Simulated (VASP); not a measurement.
Here is a VASP 6.6.1 calculation.

File INCAR:

```
SYSTEM = MnH2O2
PREC = Accurate ; ENCUT = 520
EDIFF = 1E-6 ; ISMEAR = -1
SIGMA = 0.05 ; LREAL = .FALSE.
LASPH = .TRUE. ; NELM = 150
ALGO = Normal ; ISIF = 2
LWAVE = .FALSE. ; LCHARG = .FALSE.
ISPIN = 2 ; MAGMOM = 4 0 0 0 0
LORBIT = 11 ; LMAXMIX = 4
GGA = PS ; NBANDS = 26
```

File KPOINTS:

```
regular mesh
0
G
  9 9 6
  0 0 0
```

File POSCAR:

```
MnH2O2
1.0
    3.2500000000      0.0000000000      0.0000000000
   -1.6250000000      2.8145825623      0.0000000000
    0.0000000000      0.0000000000      4.4800000000
Mn O H
1 2 2
Direct
    0.0000000000      0.0000000000      0.0000000000
    0.6666666667      0.3333333333      0.7740000000
    0.3333333333      0.6666666667      0.2260000000
    0.6666666667      0.3333333333      0.5540000000
    0.3333333333      0.6666666667      0.4460000000
```

Potentials or basis: VASP PAW PBE potentials, release 64 (Mn_pv, O, H).

Launch:

```console
$ cat potpaw_PBE.64/Mn_pv/POTCAR potpaw_PBE.64/O/POTCAR potpaw_PBE.64/H/POTCAR > POTCAR
$ mpirun -np 1 vasp_std > vasp.out
```

Task: Estimate the pressure.

Result: 6.5 GPa.

Task: Predict the net moment.

Result: 5.00 μB per cell.

Task: Predict the site moments.

Result: Mn +4.47; O +0.10; H +0.01 μB.

Task: Predict the largest force.

Result: 0.816 eV/Å.

Forces on the atoms (eV/Å):
```
Mn   0.000  0.000  0.000
O    0.000  0.000 -0.816
O    0.000  0.000  0.816
H    0.000  0.000  0.115
H    0.000  0.000 -0.115
```

Caveat: the cell stands under pressure; the PAW data sets were made with another functional, which shifts forces and pressure a little; a cell with one magnetic atom can't hold antiferromagnetic order, which such compounds often take.
